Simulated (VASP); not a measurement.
Write the native input for VASP 6.6.1 that does the following.

| Property | Result |
| --- | --- |
| Task | single point |
| Functional | PBEsol |
| Dispersion | D4 |
| Potentials or basis | VASP PAW PBE potentials, release 64 (Ge_d, Yb, Mg) |
| Cutoff | 520 eV |
| k mesh | 5 × 5 × 5 |
| Occupations | fermi-dirac, width 0.0544 eV |
| Spin | no spin polarisation |
| Dipole correction | no |
| Further INCAR settings | ALGO = Normal; EDIFF = 1e-06; NBANDS = 36 |

The structure of YbMg2Ge2 lies in POSCAR:

```
YbMg2Ge2
1.0
    0.0000000000      4.1343050000      0.0000000000
    4.1343050000      0.0000000000      0.0000000000
    2.0671530000      2.0671530000     -5.1220800000
Ge Yb Mg
2 1 2
Direct
    0.3750000000      0.3750000000      0.2500000000
    0.6250000000      0.6250000000      0.7500000000
    0.0000000000      0.0000000000      0.0000000000
    0.7500000000      0.2500000000      0.5000000000
    0.2500000000      0.7500000000      0.5000000000
```

These files were run (other wordings do the same):

INCAR

```
PREC = Accurate
ENCUT = 520
EDIFF = 1E-6
ISMEAR = -1
SIGMA = 0.0544
LREAL = F
LASPH = T
NELM = 60
ALGO = Normal
ISIF = 2
LWAVE = F
LCHARG = F
GGA = PS
IVDW = 13
NBANDS = 36
```

KPOINTS

```
regular mesh
0
Gamma
  5 5 5
```

Potentials or basis: VASP PAW PBE potentials, release 64 (Ge_d, Yb, Mg).

The run is started by

```sh
$ cat potpaw_PBE.64/Ge_d/POTCAR potpaw_PBE.64/Yb/POTCAR potpaw_PBE.64/Mg/POTCAR > POTCAR
$ mpirun -np 1 vasp_std > vasp.out
```

Results of the run:

- Pressure: 17.8 GPa
- Largest force: 3.057 eV/Å
- Band gap on the k mesh: zero (bands 28 and 29 overlap by 0.58 eV)
- Dispersion energy per atom: -0.152 eV

Caveat: the cell stands under pressure; the PAW data sets were made with another functional, which shifts forces and pressure a little; spin-orbit coupling is left out, which moves the levels of the heavy elements.

It took 2.8 min on 1 thread of AMD EPYC 7R13 Processor (Zen 3) (shared host), peak memory 0.22 GiB.
